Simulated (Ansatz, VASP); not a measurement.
## Two plane-wave programs on C

POSCAR

```
C
1.0
    0.0000000000      1.7714007132      1.7714007132
    1.7714007132      0.0000000000      1.7714007132
    1.7714007132      1.7714007132      0.0000000000
C
2
Direct
    0.7500000000      0.7500000000      0.7500000000
    0.5000000000      0.5000000000      0.5000000000
```

The input INCAR.step1:

```
SYSTEM = C
PREC = Accurate
ENCUT = 910
ISMEAR = -1
SIGMA = 0.05
LREAL = .False.
LASPH = .True.
NELM = 120
NBANDS = 11
GGA = PE
ALGO = Normal
EDIFF = 1E-5
LWAVE = .True.
LCHARG = .False.
GGA_COMPAT = .False.
```

INCAR.step2

```
SYSTEM = C
PREC = Accurate
ENCUT = 910
EDIFF = 1E-6
ISMEAR = -1
SIGMA = 0.05
LREAL = .False.
LASPH = .True.
NELM = 120
ALGO = Normal
ISIF = 2
LWAVE = .False.
LCHARG = .True.
METAGGA = R2SCAN
LMIXTAU = .True.
LELF = .True.
LVHAR = .True.
NBANDS = 11
ISTART = 1
GGA_COMPAT = .False.
```

Contents of KPOINTS:

```
Automatic mesh
0
Gamma
  13 13 13
  0 0 0
```

File input.yaml:

```yaml
crystal:
  lattice:
    - [0.0, 1.7714007132, 1.7714007132]
    - [1.7714007132, 0.0, 1.7714007132]
    - [1.7714007132, 1.7714007132, 0.0]
  atoms:
    - { symbol: C, position: [0.75, 0.75, 0.75] }
    - { symbol: C, position: [0.5, 0.5, 0.5] }
hamiltonian:
  xc: r2scan
  pseudopotentials: { kind: paw }
kpoints:
  mp_grid: { grid: [13, 13, 13] }
scf:
  occupations: { method: fermi_dirac, width: 0.05 }
output:
  forces: true
  stress: true
  eigenvalues: true
```

Alike in both runs: task single point; functional r2SCAN; k mesh 13 × 13 × 13; occupations fermi-dirac, width 0.05 eV; no spin polarisation.

|  | VASP | Ansatz |
| --- | --- | --- |
| version | VASP 6.6.1 | Ansatz 0.2.0 |
| potentials or method | VASP PAW PBE potentials, release 64 (C_h) | Ansatz PAW |
| plane-wave cutoff (eV) | 910 | 500 |
| valence electrons in the cell | 8 | 8 |

|  | VASP | Ansatz | Ansatz less VASP |
| --- | --- | --- | --- |
| gap on the k mesh at the Fermi level (eV) | 4.41 | 4.41 | -0.002 |
| least direct gap on the mesh (eV) | 5.94 | 5.94 | +0.001 |

VASP's potentials were made for PBE, not for r2SCAN.

Noted on VASP's run: the cutoff is short for stress, so the pressure is rough. Noted on Ansatz's run: odd divisions of the mesh miss points on the zone boundary, where band edges often lie, so the gap on the mesh can be too wide.
